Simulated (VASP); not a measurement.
# ZnO (P6_3mc) in VASP: notebook

Runs on ZnO. Level: PBE. Tasks: relaxation of the atoms.

Everything below comes from runs of VASP 6.6.1. Logs are shortened: lines on timing, memory, paths and dates and some standing lists are left out, and cuts for length are marked.

## (1) The cell of the first run

Symmetry: P6_3mc, No. 186, hexagonal system. Conventional cell: a = 3.292 Å, b = 3.292 Å, c = 5.272 Å, α = 90.00°, β = 90.00°, γ = 120.00°. Zn (site symmetry 3m) has 4 O at 2.00 to 2.01 Å within 2.7 Å. O (site symmetry 3m) has 4 Zn at 2.00 to 2.01 Å within 2.7 Å.

## (2) Relaxation of the atoms, PBE (12.37 Å³/atom)

The input, INCAR:

```
SYSTEM = ZnO
PREC     = Accurate       ! precision mode
ENCUT    = 520            ! plane-wave cutoff, eV
EDIFF    = 1E-7           ! SCF threshold, eV
ISMEAR   = -1             ! smearing method
SIGMA    = 0.02           ! smearing width, eV
LREAL    = .FALSE.        ! projectors in reciprocal space
LASPH    = .TRUE.         ! aspherical terms in the spheres
NELM     = 120            ! most SCF steps
ALGO     = Normal         ! electronic algorithm
ISIF     = 2              ! what is computed and relaxed
LWAVE    = .FALSE.        ! write WAVECAR
LCHARG   = .FALSE.        ! write CHGCAR
GGA      = PE             ! functional
IBRION   = 2              ! ionic algorithm
NSW      = 80             ! ionic steps
EDIFFG   = -0.02          ! ionic threshold
GGA_COMPAT= .FALSE.      
NELMIN   = 4
```

The input, KPOINTS:

```
Automatic mesh
0
G
  11 11 6
  0 0 0
```

The input, POSCAR:

```
ZnO
1.0
    3.2921601668      0.0000000000      0.0000000000
   -1.6460800834      2.8510943378      0.0000000000
    0.0000000000      0.0000000000      5.2722789056
Zn O
2 2
Direct
    0.3333333333      0.6666666667      0.0004799578
    0.6666666667      0.3333333333      0.5004799578
    0.3333333333      0.6666666667      0.3816200422
    0.6666666667      0.3333333333      0.8816200422
```

Potentials or basis: VASP PAW PBE potentials, release 64 (Zn, O).

Run with:

```bash
cat potpaw_PBE.64/Zn/POTCAR potpaw_PBE.64/O/POTCAR > POTCAR
mpirun -np 1 vasp_std > vasp.out
```

OUTCAR:

```text
SYSTEM = ZnO
   PREC = Accurate
   ENCUT = 520
   EDIFF = 1E-7
   ISMEAR = -1
   LREAL = .FALSE.
   LASPH = .TRUE.
   NELM = 120
   ISIF = 2
   GGA = PE
   IBRION = 2
   NSW = 80
   EDIFFG = -0.02
   NELMIN = 4

 ion  position               nearest neighbor table
   1  0.333  0.667  0.000-   4 2.00   4 2.00   4 2.00   3 2.01
   2  0.667  0.333  0.500-   3 2.00   3 2.00   3 2.00   4 2.01
   3  0.333  0.667  0.382-   2 2.00   2 2.00   2 2.00   1 2.01
   4  0.667  0.333  0.882-   1 2.00   1 2.00   1 2.00   2 2.01

  LATTYP: Found a hexagonal cell.
 ALAT       =     3.2921601668
 C/A-ratio  =     1.6014648858

  Lattice vectors:

 A1 = (   3.2921601668,   0.0000000000,   0.0000000000)
 A2 = (  -1.6460800834,   2.8510943378,   0.0000000000)
 A3 = (   0.0000000000,   0.0000000000,   5.2722789056)

Analysis of symmetry for initial positions (statically):
=====================================================================
 Subroutine PRICEL returns:
 Original cell was already a primitive cell.

 Routine SETGRP: Setting up the symmetry group for a
 hexagonal supercell.

 Subroutine GETGRP returns: Found 12 space group operations
 (whereof  6 operations were pure point group operations)
 out of a pool of 24 trial point group operations.

The static configuration has the point symmetry C_3v.
 The point group associated with its full space group is C_6v.

Analysis of symmetry for dynamics (positions and initial velocities):
=====================================================================
 Subroutine PRICEL returns:
 Original cell was already a primitive cell.

 Routine SETGRP: Setting up the symmetry group for a
 hexagonal supercell.

 Subroutine GETGRP returns: Found 12 space group operations
 (whereof  6 operations were pure point group operations)
 out of a pool of 24 trial point group operations.

The dynamic configuration has the point symmetry C_3v.
 The point group associated with its full space group is C_6v.

 Subroutine INISYM returns: Found 12 space group operations
 (whereof  6 operations are pure point group operations),
 and found     1 'primitive' translations

----------------------------------------------------------------------------------------

                                     Primitive cell

  volume of cell :      49.4870

  direct lattice vectors                    reciprocal lattice vectors
     3.292160167  0.000000000  0.000000000     0.303751929  0.175371258  0.000000000
    -1.646080083  2.851094338  0.000000000     0.000000000  0.350742516  0.000000000
     0.000000000  0.000000000  5.272278906     0.000000000  0.000000000  0.189671301

  length of vectors
     3.292160167  3.292160167  5.272278906     0.350742516  0.350742516  0.189671301

  position of ions in fractional coordinates (direct lattice)
     0.333333333  0.666666667  0.000479958
     0.666666667  0.333333333  0.500479958
     0.333333333  0.666666667  0.381620042
     0.666666667  0.333333333  0.881620042

  ion indices of the primitive-cell ions
   primitive index   ion index
                 1           1
                 2           2
                 3           3
                 4           4

----------------------------------------------------------------------------------------

 KPOINTS: Automatic mesh

Automatic generation of k-mesh.
 Grid dimensions read from file:
 generate k-points for:   11   11    6

 Generating k-lattice:

  Cartesian coordinates                     Fractional coordinates (reciprocal lattice)
     0.027613812  0.015942842  0.000000000     0.090909091  0.000000000  0.000000000
     0.000000000  0.031885683  0.000000000     0.000000000  0.090909091  0.000000000
     0.000000000  0.000000000  0.031611884     0.000000000  0.000000000  0.166666667

  Length of vectors
     0.031885683  0.031885683  0.031611884

  Shift w.r.t. Gamma in fractional coordinates (k-lattice)
     0.000000000  0.000000000  0.000000000

 Subroutine IBZKPT returns following result:
 ===========================================

 Found     64 irreducible k-points:

 Following reciprocal coordinates:
            Coordinates               Weight
  0.000000  0.000000  0.000000      1.000000
  0.090909  0.000000  0.000000      6.000000
  0.181818  0.000000  0.000000      6.000000
  0.272727  0.000000  0.000000      6.000000
  0.363636  0.000000  0.000000      6.000000
  0.454545  0.000000  0.000000      6.000000
[... 16 lines left out ...]
  0.090909  0.090909  0.166667     12.000000
  0.181818  0.090909  0.166667     24.000000
 [... further k-points ...]
   k-points           NKPTS =     64   k-points in BZ     NKDIM =     64   number of bands    NBANDS=     22
   number of dos      NEDOS =    301   number of ions     NIONS =      4
   total plane-waves  NPLWV =  23040
   dimension x,y,z NGX =    24 NGY =   24 NGZ =   40
   dimension x,y,z NGXF=    48 NGYF=   48 NGZF=   80
   ions per type =               2   2
   NGX,Y,Z   is equivalent  to a cutoff of  12.12, 12.12, 12.61 a.u.
   NGXF,Y,Z  is equivalent  to a cutoff of  24.24, 24.24, 25.23 a.u.
 SYSTEM =  ZnO
   PREC   = accura    normal or accurate (medium, high low for compatibility)
   ISTART =      0    job   : 0-new  1-cont  2-samecut
   ICHARG =      2    charge: 1-file 2-atom 10-const
   ISPIN  =      1    spin polarized calculation?
   LNONCOLLINEAR =      F non collinear calculations
   LSORBIT =      F    spin-orbit coupling
   LASPH  =      T    aspherical Exc in radial PAW
   ENCUT  =  520.0 eV  38.22 Ry    6.18 a.u.   6.12  6.12  9.80*2*pi/ulx,y,z
   NELM   =    120;   NELMIN=  4; NELMDL= -5     # of ELM steps
   EDIFF  = 0.1E-06   stopping-criterion for ELM
   LREAL  =      F    real-space projection
   EDIFFG = -.2E-01   stopping-criterion for IOM
   NSW    =     80    number of steps for IOM
   IBRION =      2    ionic relax: 0-MD 1-quasi-New 2-CG
   NFREE  =      1    steps in history (QN), initial steepest desc. (CG)
   ISIF   =      2    stress and relaxation
   ISYM   =      2    0-nonsym 1-usesym 2-fastsym
   POTIM  = 0.5000    time-step for ionic-motion
   TEBEG  =    0.0;   TEEND  =   0.0 temperature during run
   PSTRESS=    0.0 pullay stress
   NELECT =      36.0000    total number of electrons
   NUPDOWN=      -1.0000    fix difference up-down
   EMIN   =  10.00;   EMAX   =-10.00  energy-range for DOS
   EFERMI =   0.00;   METHOD = LEGACY
   ISMEAR =    -1;   SIGMA  =   0.02  broadening in eV -4-tet -1-fermi 0-gaus
   EFERMI_NEDOS =   21; number of points for ismear=-14 and -15
   IALGO  =     38    algorithm
   IMIX   =      4    mixing-type and parameters
     AMIX     =   0.40;   BMIX     =  1.00
     AMIX_MAG =   1.60;   BMIX_MAG =  1.00
  volume/ion in A,a.u.               =      12.37        83.49
  Fermi-wavevector in a.u.,A,eV,Ry     =   1.472353  2.782344 29.495038  2.167824
  Thomas-Fermi vector in A             =   2.587378
   LORBIT       =      0    0 simple, 1 ext, 2 COOP (PROOUT), +10 PAW based schemes
   GGA     = PE    functional components
   LHFCALC =     F    Hartree Fock is set to
   AEXX    =    0.0000 exact exchange contribution
   IVDW    =     0    specifies the selected vdW correction
   LEPSILON=     F    determine dielectric tensor
   LRPA    =     F    only Hartree local field effects (RPA)
 conjugate gradient relaxation of ions
 non-spin polarized calculation
  energy-cutoff  :      520.00
  volume of cell :       49.49
 maximum number of plane-waves:      1349
   NGX = 13   NGY = 13   NGZ = 19

 number of electron      36.0000018 magnetization

 Free energy of the ion-electron system (eV)
  ---------------------------------------------------
  ext. energy  EPLUGINS =         0.00000000
  ---------------------------------------------------
  free energy    TOTEN  =       -17.86105221 eV

  energy without entropy =      -17.86105221  energy(sigma->0) =      -17.86105221

 E-fermi :   1.2498     XC(G=0): -10.7053

 val. band max:        0.8576285671   @ k =   0.0000   0.0000   0.0000
 cond. band min:       1.5897676327   @ k =   0.0000   0.0000   0.0000
 fundamental gap:      0.7321390656
 Fermi energy:         1.2497656488

 k-point     1 :       0.0000    0.0000    0.0000
  band No.  band energies     occupation
      1     -16.9264      2.00000
      2     -16.2547      2.00000
      3      -4.6622      2.00000
      4      -4.6622      2.00000
      5      -4.5975      2.00000
      6      -4.4854      2.00000
[... 14 lines left out ...]
     21       8.9823      0.00000
     22      13.5008      0.00000

 k-point     2 :       0.0909    0.0000    0.0000
  band No.  band energies     occupation
      1     -16.8845      2.00000
      2     -16.2364      2.00000
      3      -4.7076      2.00000
      4      -4.6367      2.00000
      5      -4.5705      2.00000
      6      -4.4908      2.00000
[... 14 lines left out ...]
     21       8.9820      0.00000
     22      12.6652      0.00000

 k-point     3 :       0.1818    0.0000    0.0000
  band No.  band energies     occupation
      1     -16.7680      2.00000
      2     -16.1891      2.00000
      3      -4.8071      2.00000
      4      -4.5715      2.00000
      5      -4.5467      2.00000
      6      -4.4603      2.00000
[... 14 lines left out ...]
     21       8.9739      0.00000
     22      11.2743      0.00000

 k-point     4 :       0.2727    0.0000    0.0000
  band No.  band energies     occupation
      1     -16.6043      2.00000
      2     -16.1334      2.00000
      3      -4.8931      2.00000
      4      -4.5677      2.00000
      5      -4.4964      2.00000
      6      -4.3484      2.00000
[... 14 lines left out ...]
     21       8.9073      0.00000
     22      10.0694      0.00000

 k-point     5 :       0.3636    0.0000    0.0000
  band No.  band energies     occupation
      1     -16.4353      2.00000
      2     -16.0957      2.00000
      3      -4.9065      2.00000
      4      -4.5926      2.00000
      5      -4.4421      2.00000
      6      -4.1998      2.00000
[... 14 lines left out ...]
     21       8.5528      0.00000
     22       9.3193      0.00000

 k-point     6 :       0.4545    0.0000    0.0000
  band No.  band energies     occupation
      1     -16.3160      2.00000
      2     -16.0897      2.00000
      3      -4.8557      2.00000
      4      -4.6167      2.00000
      5      -4.4176      2.00000
      6      -4.0605      2.00000
[... 14 lines left out ...]
     21       8.4417      0.00000
     22       9.0848      0.00000

 k-point     7 :       0.0909    0.0909    0.0000
  band No.  band energies     occupation
      1     -16.8053      2.00000
      2     -16.2035      2.00000
      3      -4.7640      2.00000
      4      -4.6150      2.00000
      5      -4.5307      2.00000
      6      -4.4933      2.00000
[... 324 lines left out ...]
      6      -4.3728      2.00000
[... 14 lines left out ...]
     21       9.1253      0.00000
     22      10.1412      0.00000

 k-point    21 :       0.3636    0.0000    0.1667
  band No.  band energies     occupation
      1     -16.4114      2.00000
      2     -16.1170      2.00000
      3      -4.9388      2.00000
      4      -4.6811      2.00000
      5      -4.4213      2.00000
      6      -4.2292      2.00000
[... 14 lines left out ...]
     21       8.9213      0.00000
     22       9.3630      0.00000

 k-point    22 :       0.4545    0.0000    0.1667
  band No.  band energies     occupation
      1     -16.2990      2.00000
      2     -16.1030      2.00000
      3      -4.8970      2.00000
      4      -4.7129      2.00000
      5      -4.3926      2.00000
      6      -4.0966      2.00000
[... 14 lines left out ...]
     21       8.6385      0.00000
     22       9.1314      0.00000

 k-point    23 :       0.0909    0.0909    0.1667
  band No.  band energies     occupation
      1     -16.7662      2.00000
      2     -16.2450      2.00000
      3      -4.7901      2.00000
      4      -4.6450      2.00000
      5      -4.5499      2.00000
      6      -4.5442      2.00000
[... 14 lines left out ...]
     21       9.1878      0.00000
     22      11.7456      0.00000

 k-point    24 :       0.1818    0.0909    0.1667
  band No.  band energies     occupation
      1     -16.6309      2.00000
      2     -16.1865      2.00000
      3      -4.8648      2.00000
      4      -4.6524      2.00000
      5      -4.5102      2.00000
      6      -4.4449      2.00000
[... 14 lines left out ...]
     21       9.1890      0.00000
     22      10.6259      0.00000

 [... further k-points ...]

------------------------ aborting loop because EDIFF is reached ----------------------------------------

  FORCE on cell =-STRESS in cart. coord.  units (eV):
  Direction    XX          YY          ZZ          XY          YZ          ZX
  --------------------------------------------------------------------------------------
  -------------------------------------------------------------------------------------
  Total        0.0532176      0.0532176      0.3012292      0.0000000      0.0000000      0.0000000
  in kB        1.7229603      1.7229603      9.7525186      0.0000000      0.0000000      0.0000000
  external PRESSURE =       4.3994798 kB  Pullay stress =       0.0000000 kB

 VOLUME and BASIS-vectors are now :
 -----------------------------------------------------------------------------
  energy-cutoff  :      520.00
  volume of cell :       49.49
      direct lattice vectors                 reciprocal lattice vectors
     3.292160167  0.000000000  0.000000000     0.303751929  0.175371258  0.000000000
    -1.646080083  2.851094338  0.000000000     0.000000000  0.350742516  0.000000000
     0.000000000  0.000000000  5.272278906     0.000000000  0.000000000  0.189671301

 POSITION                                       TOTAL-FORCE (eV/Angst)
 -----------------------------------------------------------------------------------
     -0.00000      1.90073      0.00253        -0.000000      0.000000      0.003369
      1.64608      0.95036      2.63867         0.000000     -0.000000      0.003369
     -0.00000      1.90073      2.01201        -0.000000     -0.000000     -0.003369
      1.64608      0.95036      4.64815         0.000000      0.000000     -0.003369
 -----------------------------------------------------------------------------------
    total drift:                               -0.000001     -0.000001     -0.001214

  FREE ENERGIE OF THE ION-ELECTRON SYSTEM (eV)
  ---------------------------------------------------
  free  energy   TOTEN  =       -17.8610522109 eV

  energy  without entropy=      -17.8610522109  energy(sigma->0) =      -17.86105221

 reached required accuracy - stopping structural energy minimisation
```

It took 49 s on 1 thread of AMD EPYC 7R13 (Zen 3), shared host; peak memory 0.17 GiB.

Results:

* Free energy: -17.8611 eV
* Pressure after relaxing: 0.4 GPa
* Largest force after relaxing: 0.003 eV/Å
* Band gap on the k mesh: 0.73 eV

Forces on the atoms (eV/Å):
```
Zn   0.000  0.000  0.003
Zn   0.000  0.000  0.003
O    0.000  0.000 -0.003
O    0.000  0.000 -0.003
```

Stress tensor (GPa, compression positive):
```
0.17 0.00 0.00
0.00 0.17 0.00
0.00 0.00 0.98
```

Final structure:
```
CELL_PARAMETERS angstrom
3.29216 0.00000 0.00000
-1.64608 2.85109 0.00000
0.00000 0.00000 5.27228
ATOMIC_POSITIONS crystal
Zn 0.33333 0.66667 0.00048
Zn 0.66667 0.33333 0.50048
O 0.33333 0.66667 0.38162
O 0.66667 0.33333 0.88162
```

Caveat: the relaxation stopped at its first step, so nothing moved.

(Continued in part 2 of 2.)
